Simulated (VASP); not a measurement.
Fe:

```
Fe
1.0
    -1.44300    1.44300    1.44300
     1.44300   -1.44300    1.44300
     1.44300    1.44300   -1.44300
Fe
1
Direct
  0.00000 0.00000 0.00000
```

```yaml
Program: VASP 6.6.1
Task: relaxation of cell and atoms
Functional: PBE
Potentials_or_basis: VASP PAW PBE potentials, release 64 (Fe)
Cutoff: 600 eV
k_mesh: 16 × 16 × 16
Occupations: fermi-dirac, width 0.05 eV
Spin: collinear spin, ferromagnetic start
Starting_moments: "[3.0] μB"
```

At the start: pressure -9.2 GPa; volume 12.02 Å³/atom.

Q: Where does the relaxation end?

A: Over 3 steps the energy falls by 19.7 meV/atom and the volume is 11.36 Å³/atom (-5.5 %); space group Im-3m (No. 229, to 0.05 Å); moment 2.20 μB per cell.

Step by step:
| step | energy change (eV) | largest force (eV/Å) | pressure (GPa) | volume (Å³) |
| --- | --- | --- | --- | --- |
| 1 | 0.0000 | 0.0000 | -9.19 | 12.02 |
| 2 | -0.0066 | 0.0000 | 8.73 | 10.86 |
| 3 | -0.0197 | 0.0000 | -0.01 | 11.36 |

Final structure:
```
CELL_PARAMETERS angstrom
-1.41621 1.41621 1.41621
1.41621 -1.41621 1.41621
1.41621 1.41621 -1.41621
ATOMIC_POSITIONS crystal
Fe 0.00000 0.00000 0.00000
```
